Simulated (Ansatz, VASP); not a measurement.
# ZrS2: VASP beside Ansatz

```
CELL_PARAMETERS angstrom
3.67440 0.00000 0.00000
-1.83720 3.18212 0.00000
0.00000 0.00000 5.85686
ATOMIC_POSITIONS crystal
Zr 0.00000 0.00000 0.00000
S 0.33333 0.66667 0.24623
S 0.66667 0.33333 0.75377
```

Alike in both runs: task single point; functional PBE; k mesh 12 × 12 × 4; occupations fermi-dirac, width 0.02 eV; non-collinear spin, spin-orbit coupling.

|  | VASP | Ansatz |
| --- | --- | --- |
| version | VASP 6.6.1 | Ansatz 0.2.0 |
| potentials or method | VASP PAW PBE potentials, release 64 (Zr_sv, S) | plane waves, PAW |
| plane-wave cutoff (eV) | 500 | 420 |
| valence electrons in the cell | 24 | 24 |

```csv
,VASP,Ansatz,Ansatz less VASP
pressure (GPa),1.3,1.3,+0.03
"traceless stress, the component that is largest in VASP (GPa)",0.73,0.71,-0.028
rms of the force components (eV/Å),0.022,0.018,-0.0036
```

Atom by atom the forces differ by 0.004 eV/Å (rms over components). The functional is the same, so the differences come from potentials, cutoffs and numerics.
